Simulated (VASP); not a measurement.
# In3B2As (R-3m) in VASP: notebook, part 3 of 4

VASP 6.6.1. The steps go on from the part before.

## (5) Single point, PBE

This run uses another cell than the first one, of 37.12 Å³/atom.

INCAR

```
PREC     = Accurate       # precision mode
ENCUT    = 520            # plane-wave cutoff, eV
EDIFF    = 1E-7           # SCF threshold, eV
ISMEAR   = 0              # smearing method
SIGMA    = 0.02           # smearing width, eV
LREAL    = F              # projectors in reciprocal space
LASPH    = T              # aspherical terms in the spheres
NELM     = 100            # most SCF steps
ALGO     = Normal         # electronic algorithm
ISIF     = 2              # what is computed and relaxed
LWAVE    = F              # write WAVECAR
LCHARG   = F              # write CHGCAR
GGA      = PE             # functional
NBANDS   = 34             # bands
```

KPOINTS

```
Automatic mesh
0
Gamma
  6 6 6
```

POSCAR

```
In3B2As
1.0
    3.8030875177      2.1957136021      4.4448239537
   -3.8030875177      2.1957136021      4.4448239537
    0.0000000000     -4.3914272042      4.4448239537
In B As
3 2 1
Direct
    0.5000000000      0.5000000000      0.0000000000
    0.0000000000      0.5000000000      0.5000000000
    0.5000000000      0.0000000000      0.5000000000
    0.3291069357      0.3291069357      0.3291069357
    0.6708930643      0.6708930643      0.6708930643
    0.5000000000      0.5000000000      0.5000000000
```

Potentials or basis: VASP PAW PBE potentials, release 64 (In_d, B, As).

The run is started by

```
cat potpaw_PBE.64/In_d/POTCAR potpaw_PBE.64/B/POTCAR potpaw_PBE.64/As/POTCAR > POTCAR
mpirun -np 1 vasp_std > vasp.out
```

OUTCAR:

```text
PREC = Accurate
   ENCUT = 520
   EDIFF = 1E-7
   ISMEAR = 0
   LREAL = F
   LASPH = T
   NELM = 100
   ISIF = 2
   GGA = PE

 ion  position               nearest neighbor table
   1  0.500  0.500  0.000-   4 2.20   5 2.20   6 3.12   6 3.12   3 3.80   2 3.80   3 3.80   2 3.80

   2  0.000  0.500  0.500-   4 2.20   5 2.20   6 3.12   6 3.12   3 3.80   3 3.80   1 3.80   1 3.80

   3  0.500  0.000  0.500-   4 2.20   5 2.20   6 3.12   6 3.12   2 3.80   2 3.80   1 3.80   1 3.80

   4  0.329  0.329  0.329-   2 2.20   3 2.20   1 2.20   6 2.28
   5  0.671  0.671  0.671-   2 2.20   3 2.20   1 2.20   6 2.28
   6  0.500  0.500  0.500-   4 2.28   5 2.28   2 3.12   3 3.12   3 3.12   2 3.12   1 3.12   1 3.12

  LATTYP: Found a trigonal (rhomboedric) cell.
 ALAT       =     6.2482871948
 COS(alpha) =     0.2590640474

  Lattice vectors:

 A1 = (   3.8030875177,   2.1957136021,   4.4448239537)
 A2 = (  -3.8030875177,   2.1957136021,   4.4448239537)
 A3 = (   0.0000000000,  -4.3914272042,   4.4448239537)

Analysis of symmetry for initial positions (statically):
=====================================================================
 Subroutine PRICEL returns:
 Original cell was already a primitive cell.

 Routine SETGRP: Setting up the symmetry group for a
 trigonal (rhombohedral) supercell.

 Subroutine GETGRP returns: Found 12 space group operations
 (whereof 12 operations were pure point group operations)
 out of a pool of 12 trial point group operations.

The static configuration has the point symmetry D_3d.

Analysis of symmetry for dynamics (positions and initial velocities):
=====================================================================
 Subroutine PRICEL returns:
 Original cell was already a primitive cell.

 Routine SETGRP: Setting up the symmetry group for a
 trigonal (rhombohedral) supercell.

 Subroutine GETGRP returns: Found 12 space group operations
 (whereof 12 operations were pure point group operations)
 out of a pool of 12 trial point group operations.

The dynamic configuration has the point symmetry D_3d.

 Subroutine INISYM returns: Found 12 space group operations
 (whereof 12 operations are pure point group operations),
 and found     1 'primitive' translations

----------------------------------------------------------------------------------------

                                     Primitive cell

  volume of cell :     222.6988

  direct lattice vectors                    reciprocal lattice vectors
     3.803087518  2.195713602  4.444823954     0.131472126  0.075905467  0.074993596
    -3.803087518  2.195713602  4.444823954    -0.131472126  0.075905467  0.074993596
     0.000000000 -4.391427204  4.444823954     0.000000000 -0.151810934  0.074993596

  length of vectors
     6.248287195  6.248287195  6.248287195     0.169323948  0.169323948  0.169323948

  position of ions in fractional coordinates (direct lattice)
     0.500000000  0.500000000  1.000000000
     1.000000000  0.500000000  0.500000000
     0.500000000  1.000000000  0.500000000
     0.329106936  0.329106936  0.329106936
     0.670893064  0.670893064  0.670893064
     0.500000000  0.500000000  0.500000000

  ion indices of the primitive-cell ions
   primitive index   ion index
                 1           1
[... 26 lines left out ...]

 Subroutine IBZKPT returns following result:
 ===========================================

 Found     32 irreducible k-points:

 Following reciprocal coordinates:
            Coordinates               Weight
  0.000000  0.000000  0.000000      1.000000
  0.166667  0.000000  0.000000      6.000000
  0.333333 -0.000000 -0.000000      6.000000
  0.500000  0.000000 -0.000000      3.000000
  0.166667  0.166667 -0.000000      6.000000
  0.333333  0.166667 -0.000000     12.000000
[... 16 lines left out ...]
  0.500000  0.500000  0.166667      6.000000
 -0.333333  0.500000  0.166667     12.000000
 [... further k-points ...]
   k-points           NKPTS =     32   k-points in BZ     NKDIM =     32   number of bands    NBANDS=     34
   number of dos      NEDOS =    301   number of ions     NIONS =      6
   total plane-waves  NPLWV = 110592
   dimension x,y,z NGX =    48 NGY =   48 NGZ =   48
   dimension x,y,z NGXF=    96 NGYF=   96 NGZF=   96
   ions per type =               3   2   1
   NGX,Y,Z   is equivalent  to a cutoff of  12.77, 12.77, 12.77 a.u.
   NGXF,Y,Z  is equivalent  to a cutoff of  25.54, 25.54, 25.54 a.u.
 SYSTEM =  unknown system
   PREC   = accura    normal or accurate (medium, high low for compatibility)
   ISTART =      0    job   : 0-new  1-cont  2-samecut
   ICHARG =      2    charge: 1-file 2-atom 10-const
   ISPIN  =      1    spin polarized calculation?
   LNONCOLLINEAR =      F non collinear calculations
   LSORBIT =      F    spin-orbit coupling
   LASPH  =      T    aspherical Exc in radial PAW
   ENCUT  =  520.0 eV  38.22 Ry    6.18 a.u.  11.62 11.62 11.62*2*pi/ulx,y,z
   NELM   =    100;   NELMIN=  2; NELMDL= -5     # of ELM steps
   EDIFF  = 0.1E-06   stopping-criterion for ELM
   LREAL  =      F    real-space projection
   EDIFFG = 0.1E-05   stopping-criterion for IOM
   NSW    =      0    number of steps for IOM
   IBRION =     -1    ionic relax: 0-MD 1-quasi-New 2-CG
   NFREE  =      0    steps in history (QN), initial steepest desc. (CG)
   ISIF   =      2    stress and relaxation
   ISYM   =      2    0-nonsym 1-usesym 2-fastsym
   POTIM  = 0.5000    time-step for ionic-motion
   TEBEG  =    0.0;   TEEND  =   0.0 temperature during run
   PSTRESS=    0.0 pullay stress
   NELECT =      50.0000    total number of electrons
   NUPDOWN=      -1.0000    fix difference up-down
   EMIN   =  10.00;   EMAX   =-10.00  energy-range for DOS
   EFERMI =   0.00;   METHOD = LEGACY
   ISMEAR =     0;   SIGMA  =   0.02  broadening in eV -4-tet -1-fermi 0-gaus
   EFERMI_NEDOS =   21; number of points for ismear=-14 and -15
   IALGO  =     38    algorithm
   IMIX   =      4    mixing-type and parameters
     AMIX     =   0.40;   BMIX     =  1.00
     AMIX_MAG =   1.60;   BMIX_MAG =  1.00
  volume/ion in A,a.u.               =      37.12       250.47
  Fermi-wavevector in a.u.,A,eV,Ry     =   0.995006  1.880288 13.470261  0.990036
  Thomas-Fermi vector in A             =   2.126996
   LORBIT       =      0    0 simple, 1 ext, 2 COOP (PROOUT), +10 PAW based schemes
   GGA     = PE    functional components
   LHFCALC =     F    Hartree Fock is set to
   AEXX    =    0.0000 exact exchange contribution
   IVDW    =     0    specifies the selected vdW correction
   LEPSILON=     F    determine dielectric tensor
   LRPA    =     F    only Hartree local field effects (RPA)
 non-spin polarized calculation
 Gauss-broadening in eV      SIGMA  =   0.02
  energy-cutoff  :      520.00
  volume of cell :      222.70
 maximum number of plane-waves:      6047
 NGX is ok and might be reduce to    48
   NGX = 23   NGY = 23   NGZ = 23

 number of electron      50.0000007 magnetization

 Free energy of the ion-electron system (eV)
  ---------------------------------------------------
  ext. energy  EPLUGINS =         0.00000000
  ---------------------------------------------------
  free energy    TOTEN  =       -20.03582584 eV

  energy without entropy =      -20.03466222  energy(sigma->0) =      -20.03524403

 E-fermi :   2.2277     XC(G=0):  -6.8305

 val. band max:        2.2071382564   @ k =   0.5000   0.5000   0.1667
 cond. band min:       2.2313371103   @ k =   0.5000   0.5000   0.5000
 fundamental gap:      0.0241988539
 Fermi energy:         2.2276791126

 k-point     1 :       0.0000    0.0000    0.0000
  band No.  band energies     occupation
      1     -13.4223      2.00000
      2     -13.1557      2.00000
      3     -13.1557      2.00000
      4     -13.0493      2.00000
      5     -13.0480      2.00000
      6     -13.0480      2.00000
[... 877 lines left out ...]
     33       5.7723      0.00000
     34       6.0037      0.00000

 [... further k-points ...]
[... 5 lines left out ...]
  --------------------------------------------------------------------------------------
  -------------------------------------------------------------------------------------
  Total       -0.0545241     -0.0545241      0.0311301     -0.0000000      0.0000000      0.0000000
  in kB       -0.3922664     -0.3922664      0.2239613     -0.0000000      0.0000000      0.0000000
  external PRESSURE =      -0.1868572 kB  Pullay stress =       0.0000000 kB

 VOLUME and BASIS-vectors are now :
 -----------------------------------------------------------------------------
  energy-cutoff  :      520.00
  volume of cell :      222.70
      direct lattice vectors                 reciprocal lattice vectors
     3.803087518  2.195713602  4.444823954     0.131472126  0.075905467  0.074993596
    -3.803087518  2.195713602  4.444823954    -0.131472126  0.075905467  0.074993596
     0.000000000 -4.391427204  4.444823954     0.000000000 -0.151810934  0.074993596

 POSITION                                       TOTAL-FORCE (eV/Angst)
 -----------------------------------------------------------------------------------
      0.00000      2.19571      4.44482         0.000000     -0.000000     -0.000000
     -1.90154     -1.09786      4.44482        -0.000000     -0.000000     -0.000000
      1.90154     -1.09786      4.44482         0.000000     -0.000000     -0.000000
      0.00000      0.00000      4.38847        -0.000000      0.000000     -0.010587
      0.00000      0.00000      8.94600        -0.000000     -0.000000      0.010587
      0.00000      0.00000      6.66724        -0.000000     -0.000000      0.000000
 -----------------------------------------------------------------------------------
    total drift:                                0.000000      0.000000     -0.000000

  FREE ENERGIE OF THE ION-ELECTRON SYSTEM (eV)
  ---------------------------------------------------
  free  energy   TOTEN  =       -20.0358258380 eV

  energy  without entropy=      -20.0346622191  energy(sigma->0) =      -20.03524403
```

Run time: 3.7 min. Hardware: 1 thread of Intel Xeon Platinum 8259CL at 2.50GHz (Skylake/Cascade Lake), shared host; peak memory 0.46 GiB.

Results:

```
Free energy            : -20.0358 eV
Pressure               : 0.0 GPa
Largest force          : 0.011 eV/Å
Band gap on the k mesh : zero (bands 25 and 26 overlap by 0.14 eV)
```

Forces in eV/Å, atoms in the order of the input:
```
In   0.000  0.000  0.000
In   0.000  0.000  0.000
In   0.000  0.000  0.000
B    0.000  0.000 -0.011
B    0.000  0.000  0.011
As   0.000  0.000  0.000
```

Caveat: semilocal functionals underestimate gaps, so a narrow gap can read as zero; spin-orbit coupling is left out, which moves the levels of the heavy elements.

(Part 3 of 4 ends here.)
